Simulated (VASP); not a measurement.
A run of VASP 6.6.1:

The input INCAR:

```
SYSTEM = Te
  PREC = Accurate
  ENCUT = 600
  EDIFF = 1E-6
  ISMEAR = -1
  SIGMA = 0.05
  LREAL = .FALSE.
  LASPH = .TRUE.
  NELM = 80
  ALGO = Normal
  ISIF = 3
  LWAVE = .FALSE.
  LCHARG = .FALSE.
  GGA = PE
  IBRION = 2
  NSW = 60
  EDIFFG = -0.005
  PSTRESS = 170.0
```

The input KPOINTS:

```
Automatic mesh
0
G
  13 13 13
  0 0 0
```

File POSCAR:

```
Te
1.0
    2.9115269682      0.0000000000      0.0000000000
    0.0000000000      2.9115269682      0.0000000000
    0.0000000000      0.0000000000      2.9115269682
Te
1
Direct
    0.0000000000      0.0000000000      0.0000000000
```

Potentials or basis: VASP PAW PBE potentials, release 64 (Te).

The run is started by

```sh
$ cat potpaw_PBE.64/Te/POTCAR > POTCAR
$ mpirun -np 1 vasp_std > vasp.out
```

Hardware: 1 thread of Intel(R) Xeon(R) 6975P-C (Granite Rapids), on a shared host.

Problem. How long does it take, and how much memory?

Solution. Wall time 23 s on 1 thread of Intel(R) Xeon(R) 6975P-C (Granite Rapids) (shared host), peak memory 0.15 GiB. Counts: scf iterations 64, k points 84, ion steps 16.
